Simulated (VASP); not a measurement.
Input of a VASP 6.6.1 run:

INCAR

```
PREC     = Accurate       # precision mode
ENCUT    = 600            # plane-wave cutoff, eV
EDIFF    = 1E-6           # SCF threshold, eV
ISMEAR   = 0              # smearing method
SIGMA    = 0.1            # smearing width, eV
LREAL    = False          # projectors in reciprocal space
LASPH    = True           # aspherical terms in the spheres
NELM     = 120            # most SCF steps
ALGO     = Normal         # electronic algorithm
ISIF     = 2              # what is computed and relaxed
LWAVE    = False          # write WAVECAR
LCHARG   = True           # write CHGCAR
GGA      = PE             # functional
LELF     = True           # ELF
LVHAR    = True         
NBANDS   = 18             # bands
GGA_COMPAT= False
```

KPOINTS

```
regular mesh
0
Gamma
  6 6 6
```

Contents of POSCAR:

```
ZnCu
1.0
    2.9205539200      0.0000000000      0.0000000000
    0.0000000000      2.9205539200      0.0000000000
    0.0000000000      0.0000000000      2.9205539200
Zn Cu
1 1
Direct
    0.5000000000      0.5000000000      0.5000000000
    0.0000000000      0.0000000000      0.0000000000
```

Potentials or basis: VASP PAW PBE potentials, release 64 (Zn, Cu).

Run with:

```sh
$ cat potpaw_PBE.64/Zn/POTCAR potpaw_PBE.64/Cu/POTCAR > POTCAR
$ mpirun -np 1 vasp_std > vasp.out
```

(1) What does it give for the pressure?

Answers

(1) 6.7 GPa.
